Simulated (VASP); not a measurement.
# Au in VASP: single point with LDA

Aim: the single point of Au with LDA.

Everything below comes from runs of VASP 6.6.1. Logs are shortened: lines on timing, memory, paths and dates and some standing lists are left out, and cuts for length are marked.

## (1) The cell of the first run

The cell holds a atom, 1 atom: a = 14.000 Å, b = 14.400 Å, c = 14.800 Å, α = 90.00°, β = 90.00°, γ = 90.00°.

## (2) Single point, LDA, collinear spin, ferromagnetic start

File INCAR:

```
PREC     = Accurate       # precision mode
ENCUT    = 520            # plane-wave cutoff, eV
EDIFF    = 1E-6           # SCF threshold, eV
ISMEAR   = -1             # smearing method
SIGMA    = 0.01           # smearing width, eV
LREAL    = False          # projectors in reciprocal space
LASPH    = True           # aspherical terms in the spheres
NELM     = 150            # most SCF steps
ALGO     = Normal         # electronic algorithm
ISIF     = 2              # what is computed and relaxed
LWAVE    = False          # write WAVECAR
LCHARG   = True           # write CHGCAR
ISPIN    = 2              # spin polarisation
MAGMOM   = 1              # initial moments
LORBIT   = 11             # projections on sites
LMAXMIX  = 4              # l up to which the mixer works
GGA      = CA             # functional
LELF     = True           # ELF
LVHAR    = True         
NBANDS   = 16             # bands
ISYM     = 0
```

File KPOINTS:

```
Automatic mesh
0
Gamma
  1 1 1
```

File POSCAR:

```
Au
1.0
   14.0000000000      0.0000000000      0.0000000000
    0.0000000000     14.4000000000      0.0000000000
    0.0000000000      0.0000000000     14.8000000000
Au
1
Direct
    0.5000000000      0.5000000000      0.5000000000
```

Potentials or basis: VASP PAW LDA potentials, release 64 (Au).

Launch:

```bash
$ cat potpaw_LDA.64/Au/POTCAR > POTCAR
$ mpirun -np 1 vasp_gam > vasp.out
```

OUTCAR:

```text
PREC = Accurate
   ENCUT = 520
   EDIFF = 1E-6
   ISMEAR = -1
   LREAL = False
   LASPH = True
   NELM = 150
   ISIF = 2
   ISPIN = 2
   LORBIT = 11
   GGA = CA
   ISYM = 0

 ion  position               nearest neighbor table
   1  0.500  0.500  0.500-

IMPORTANT INFORMATION: All symmetrisations will be switched off!
NOSYMM: (Re-)initialisation of all symmetry stuff for point group C_1.

----------------------------------------------------------------------------------------

                                     Primitive cell

  volume of cell :    2983.6800

  direct lattice vectors                    reciprocal lattice vectors
    14.000000000  0.000000000  0.000000000     0.071428571  0.000000000  0.000000000
     0.000000000 14.400000000  0.000000000     0.000000000  0.069444444  0.000000000
     0.000000000  0.000000000 14.800000000     0.000000000  0.000000000  0.067567568

  length of vectors
    14.000000000 14.400000000 14.800000000     0.071428571  0.069444444  0.067567568

  position of ions in fractional coordinates (direct lattice)
     0.500000000  0.500000000  0.500000000

  ion indices of the primitive-cell ions
   primitive index   ion index
                 1           1

----------------------------------------------------------------------------------------

 KPOINTS: Automatic mesh

Automatic generation of k-mesh.
 Grid dimensions read from file:
 generate k-points for:    1    1    1

 Generating k-lattice:

  Cartesian coordinates                     Fractional coordinates (reciprocal lattice)
     0.071428571  0.000000000  0.000000000     1.000000000  0.000000000  0.000000000
     0.000000000  0.069444444  0.000000000     0.000000000  1.000000000  0.000000000
     0.000000000  0.000000000  0.067567568     0.000000000  0.000000000  1.000000000

  Length of vectors
     0.071428571  0.069444444  0.067567568

  Shift w.r.t. Gamma in fractional coordinates (k-lattice)
     0.000000000  0.000000000  0.000000000

 Subroutine IBZKPT returns following result:
 ===========================================

 Found      1 irreducible k-points:

 Following reciprocal coordinates:
            Coordinates               Weight
  0.000000  0.000000  0.000000      1.000000
   k-points           NKPTS =      1   k-points in BZ     NKDIM =      1   number of bands    NBANDS=     16
   number of dos      NEDOS =    301   number of ions     NIONS =      1
   total plane-waves  NPLWV = ******
   dimension x,y,z NGX =   108 NGY =  108 NGZ =  112
   dimension x,y,z NGXF=   216 NGYF=  216 NGZF=  224
   ions per type =               1
   NGX,Y,Z   is equivalent  to a cutoff of  12.82, 12.47, 12.58 a.u.
   NGXF,Y,Z  is equivalent  to a cutoff of  25.65, 24.94, 25.16 a.u.
 SYSTEM =  unknown system
   PREC   = accura    normal or accurate (medium, high low for compatibility)
   ISTART =      0    job   : 0-new  1-cont  2-samecut
   ICHARG =      2    charge: 1-file 2-atom 10-const
   ISPIN  =      2    spin polarized calculation?
   LNONCOLLINEAR =      F non collinear calculations
   LSORBIT =      F    spin-orbit coupling
   LASPH  =      T    aspherical Exc in radial PAW
   ENCUT  =  520.0 eV  38.22 Ry    6.18 a.u.  26.03 26.77 27.52*2*pi/ulx,y,z
   NELM   =    150;   NELMIN=  2; NELMDL= -5     # of ELM steps
   EDIFF  = 0.1E-05   stopping-criterion for ELM
   LREAL  =      F    real-space projection
   EDIFFG = 0.1E-04   stopping-criterion for IOM
   NSW    =      0    number of steps for IOM
   IBRION =     -1    ionic relax: 0-MD 1-quasi-New 2-CG
   NFREE  =      0    steps in history (QN), initial steepest desc. (CG)
   ISIF   =      2    stress and relaxation
   ISYM   =      0    0-nonsym 1-usesym 2-fastsym
   POTIM  = 0.5000    time-step for ionic-motion
   TEBEG  =    0.0;   TEEND  =   0.0 temperature during run
   PSTRESS=    0.0 pullay stress
   NELECT =      11.0000    total number of electrons
   NUPDOWN=      -1.0000    fix difference up-down
   EMIN   =  10.00;   EMAX   =-10.00  energy-range for DOS
   EFERMI =   0.00;   METHOD = LEGACY
   ISMEAR =    -1;   SIGMA  =   0.01  broadening in eV -4-tet -1-fermi 0-gaus
   EFERMI_NEDOS =   21; number of points for ismear=-14 and -15
   IALGO  =     38    algorithm
   IMIX   =      4    mixing-type and parameters
     AMIX     =   0.40;   BMIX     =  1.00
     AMIX_MAG =   1.60;   BMIX_MAG =  1.00
  volume/ion in A,a.u.               =    2983.68     20134.87
  Fermi-wavevector in a.u.,A,eV,Ry     =   0.252904  0.477918  0.870232  0.063960
  Thomas-Fermi vector in A             =   1.072337
   LORBIT       =     11    0 simple, 1 ext, 2 COOP (PROOUT), +10 PAW based schemes
   GGA     = CA    functional components
   LHFCALC =     F    Hartree Fock is set to
   AEXX    =    0.0000 exact exchange contribution
   IVDW    =     0    specifies the selected vdW correction
   LEPSILON=     F    determine dielectric tensor
   LRPA    =     F    only Hartree local field effects (RPA)
 spin polarized calculation
  energy-cutoff  :      520.00
  volume of cell :     2983.68
 maximum number of plane-waves:     40220
 NGX is ok and might be reduce to   108
   NGX = 53   NGY = 53   NGZ = 55

 number of electron      11.0000001 magnetization       1.0000000

 Free energy of the ion-electron system (eV)
  ---------------------------------------------------
  ext. energy  EPLUGINS =         0.00000000
  ---------------------------------------------------
  free energy    TOTEN  =        -0.13540399 eV

  energy without entropy =       -0.13540399  energy(sigma->0) =       -0.13540399

 E-fermi :  -5.9592     XC(G=0):  -0.3165

 val. band max:       -6.2008329793   @ k =   0.0000   0.0000   0.0000
 cond. band min:      -5.6622630098   @ k =   0.0000   0.0000   0.0000
 fundamental gap:      0.5385699695
 Fermi energy:        -5.9591822819

 spin component 1

 k-point     1 :       0.0000    0.0000    0.0000
  band No.  band energies     occupation
      1      -7.1491      1.00000
      2      -7.1491      1.00000
      3      -7.1491      1.00000
      4      -7.1491      1.00000
      5      -7.1491      1.00000
      6      -6.2008      1.00000
[... 8 lines left out ...]
     15       0.8201      0.00000
     16       0.8609      0.00000
 Fermi energy:        -5.9591822819

 spin component 2

 k-point     1 :       0.0000    0.0000    0.0000
  band No.  band energies     occupation
      1      -6.9122      1.00000
      2      -6.9122      1.00000
      3      -6.9122      1.00000
      4      -6.9122      1.00000
      5      -6.9122      1.00000
      6      -5.6623      0.00000
[... 8 lines left out ...]
     15       0.8495      0.00000
     16       0.8899      0.00000

------------------------ aborting loop because EDIFF is reached ----------------------------------------

  FORCE on cell =-STRESS in cart. coord.  units (eV):
  Direction    XX          YY          ZZ          XY          YZ          ZX
  --------------------------------------------------------------------------------------
  -------------------------------------------------------------------------------------
  Total       -0.0143285     -0.0146151     -0.0144391      0.0000005     -0.0000012      0.0000014
  in kB       -0.0076941     -0.0078480     -0.0077535      0.0000003     -0.0000006      0.0000008
  external PRESSURE =      -0.0077652 kB  Pullay stress =       0.0000000 kB

 VOLUME and BASIS-vectors are now :
 -----------------------------------------------------------------------------
  energy-cutoff  :      520.00
  volume of cell :     2983.68
      direct lattice vectors                 reciprocal lattice vectors
    14.000000000  0.000000000  0.000000000     0.071428571  0.000000000  0.000000000
     0.000000000 14.400000000  0.000000000     0.000000000  0.069444444  0.000000000
     0.000000000  0.000000000 14.800000000     0.000000000  0.000000000  0.067567568

 POSITION                                       TOTAL-FORCE (eV/Angst)
 -----------------------------------------------------------------------------------
      7.00000      7.20000      7.40000        -0.000000     -0.000000      0.000000
 -----------------------------------------------------------------------------------
    total drift:                               -0.000000     -0.000000      0.000000

  FREE ENERGIE OF THE ION-ELECTRON SYSTEM (eV)
  ---------------------------------------------------
  free  energy   TOTEN  =        -0.1354039882 eV

  energy  without entropy=       -0.1354039882  energy(sigma->0) =       -0.13540399

 total charge

# of ion       s       p       d       tot
------------------------------------------
    1        0.468   0.000   9.027   9.495

 magnetization (x)

# of ion       s       p       d       tot
------------------------------------------
    1        0.468   0.000  -0.018   0.450
```

Wall time 3.6 min (1 thread of Intel Xeon Platinum 8259CL at 2.50GHz (Skylake/Cascade Lake), shared host); peak memory 1.5 GiB.

What came out:

- Free energy: -0.1354 eV
- Pressure: 0.0 GPa
- Band gap on the k mesh: 0.54 eV
- Net moment: 1.00 μB per cell
- Site moments: Au +0.45 μB
- Valence electrons inside the program's atomic spheres: Au 9.49

Caveat: spin-orbit coupling is left out, which moves the levels of the heavy elements.
